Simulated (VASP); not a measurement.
Input of a VASP 6.6.1 run:

File INCAR:

```
PREC = Accurate
ENCUT = 520
EDIFF = 1E-7
ISMEAR = 0
SIGMA = 0.1
LREAL = F
LASPH = T
NELM = 100
ALGO = Normal
ISIF = 2
LWAVE = F
LCHARG = T
GGA = PS
LELF = T
LVHAR = T
NBANDS = 13
```

Contents of KPOINTS:

```
regular mesh
0
Gamma
  12 12 15
```

POSCAR

```
W
1.0
    2.7940696362     -0.0038308855     -0.1926350619
   -1.4003524623      2.4254816132      0.0000000000
    1.2353751159      0.7132441558      2.2439363948
W
1
Direct
    0.0000000000      0.0000000000      0.0000000000
```

Potentials or basis: VASP PAW PBE potentials, release 64 (W_sv).

Run with:

```sh
$ cat potpaw_PBE.64/W_sv/POTCAR > POTCAR
$ mpirun -np 1 vasp_std > vasp.out
```

(1) What does it give for the pressure?

(2) What does it give for the band gap on the k mesh?

Results:

(1) 2.2 GPa.

(2) zero (bands 7 and 8 overlap by 4.12 eV).

Caveat: the PAW data sets were made with another functional, which shifts forces and pressure a little; spin-orbit coupling is left out, which moves the levels of the heavy elements.
